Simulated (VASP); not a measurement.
KMgF3, 5 atoms in the cell. Symmetry: Pm-3m, No. 221, cubic system. The conventional cell has a = 3.980 Å, b = 3.980 Å, c = 3.980 Å, α = 90.00°, β = 90.00°, γ = 90.00°. Within 3.7 Å of K (site symmetry m-3m) lie 12 F at 2.81 Å and 8 Mg at 3.45 Å. Mg (site symmetry m-3m) has 6 F at 1.99 Å within 2.6 Å. Within 2.6 Å of F (site symmetry 4/mmm) lie 2 Mg at 1.99 Å. 

- Program: VASP 6.6.1
- Task: single point
- Functional: r2SCAN
- Potentials or basis: VASP PAW PBE potentials, release 64 (K_sv, Mg, F)
- Cutoff: 660 eV
- k mesh: 6 × 6 × 6
- Occupations: gaussian, width 0.01 eV
- Spin: no spin polarisation
- Dipole correction: no
- Further INCAR settings: ALGO = Normal; EDIFF = 1e-06; NBANDS = 24

Potentials or basis: VASP PAW PBE potentials, release 64 (K_sv, Mg, F).

Run with:

```console
$ cat potpaw_PBE.64/K_sv/POTCAR potpaw_PBE.64/Mg/POTCAR potpaw_PBE.64/F/POTCAR > POTCAR
$ cp INCAR.step1 INCAR
$ mpirun -np 1 vasp_std > vasp.out
$ cp INCAR.step2 INCAR
$ mpirun -np 1 vasp_std > vasp.out
```

Hardware: 1 thread of Intel(R) Xeon(R) Platinum 8488C (Sapphire Rapids), on a shared host.

Task: Estimate the wall time of this run.

Result: Run time: 2.8 min on 1 thread of Intel(R) Xeon(R) Platinum 8488C (Sapphire Rapids) (shared host), peak memory 0.24 GiB. Counts: k points 20.
